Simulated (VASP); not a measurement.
Sb:

```xyz
1
Lattice="3.0833 0.0000 0.0000 0.0000 3.0833 0.0000 0.0000 0.0000 3.0833" Properties=species:S:1:pos:R:3 pbc="T T T"
Sb    0.0000    0.0000    0.0000
```

```yaml
Program: VASP 6.6.1
Task: relaxation of cell and atoms
Functional: LDA
Potentials_or_basis: VASP PAW LDA potentials, release 64 (Sb)
Cutoff: 600 eV
k_mesh: 14 × 14 × 14
Occupations: gaussian, width 0.1 eV
Spin: no spin polarisation
```

At the start: pressure -2.2 GPa; volume 29.31 Å³/atom.

Q: Where does the relaxation end?

A: Over 3 steps the energy falls by 7.8 meV/atom and the volume is 28.23 Å³/atom (-3.7 %); space group Pm-3m (No. 221, to 0.05 Å).

The path:
```
step  energy change (eV)  largest force (eV/Å)  pressure (GPa)  volume (Å³)
   1              0.0000                0.0000           -2.24        29.31
   2             -0.0050                0.0000            1.50        27.61
   3             -0.0078                0.0000            0.00        28.23
```

Final structure:
```
CELL_PARAMETERS angstrom
3.04483 0.00000 0.00000
0.00000 3.04483 0.00000
0.00000 0.00000 3.04483
ATOMIC_POSITIONS crystal
Sb 0.00000 0.00000 0.00000
```
